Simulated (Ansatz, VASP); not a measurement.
**Two plane-wave programs on EuCr**

INCAR

```
SYSTEM = EuCr
PREC = Accurate
ENCUT = 520
EDIFF = 1E-7
ISMEAR = 0
SIGMA = 0.1
LREAL = .False.
LASPH = .True.
NELM = 150
ALGO = Normal
ISIF = 2
LWAVE = .False.
LCHARG = .False.
ISPIN = 2
MAGMOM = 7 3
LORBIT = 11
LMAXMIX = 6
GGA = PE
NBANDS = 26
```

Contents of KPOINTS:

```
regular mesh
0
Gamma
  6 6 6
  0 0 0
```

File POSCAR:

```
EuCr
1.0
    3.5705067600      0.0000000000      0.0000000000
    0.0000000000      3.5705067600      0.0000000000
    0.0000000000      0.0000000000      3.5705067600
Eu Cr
1 1
Direct
    0.5000000000      0.5000000000      0.5000000000
    0.0000000000      0.0000000000      0.0000000000
```

Input for Ansatz:

```yaml
crystal:
  lattice:
    - [3.57050676, 0.0, 0.0]
    - [0.0, 3.57050676, 0.0]
    - [0.0, 0.0, 3.57050676]
  atoms:
    - { symbol: Eu, position: [0.5, 0.5, 0.5], spin: 7.0 }
    - { symbol: Cr, position: [0.0, 0.0, 0.0], spin: 3.0 }
basis:
  ecutwfc: 420
kpoints:
  mp_grid: { grid: [6, 6, 6] }
hamiltonian:
  xc: pbe
scf:
  occupations: { method: gaussian, width: 0.1 }
  lower_state_search: "off"
output:
  forces: true
  stress: true
  eigenvalues: true
  populations: true
magnetization:
  spin_polarized: true
```

Change from the starting cell: species swapped into the ScPd type (Pm-3m, No. 221).

Alike in both runs: task single point; functional PBE; k mesh 6 × 6 × 6; occupations gaussian, width 0.1 eV; collinear spin.

|  | VASP | Ansatz |
| --- | --- | --- |
| version | VASP 6.6.1 | Ansatz 0.2.0 |
| potentials or method | VASP PAW PBE potentials, release 64 (Eu, Cr_pv), cutoff 520 eV | scalar-relativistic, plane waves, PAW |
| valence electrons in the cell | 29 | 31 |

Ansatz gave:

```
gap on the k mesh at the Fermi level (eV)                     : none
pressure (GPa)                                                : 3.9
net moment per atom (μB)                                      : 5.06
size of the moment on the site where the two differ most (μB) : 6.60
```

**Question.** Estimate VASP's values.

**Answer.** gap on the k mesh at the Fermi level (eV): none; pressure (GPa): 3.9; net moment per atom (μB): 5.06; size of the moment on the site where the two differ most (μB): 6.44.

Site moments also hang on the region over which each program counts them. A gap of «none» marks a metal or a gap that the smearing closes. VASP's potentials hold 29 valence electrons a cell and Ansatz's 31, so a difference there can come from the potentials and not from the codes.

Neither program's run includes spin-orbit coupling.
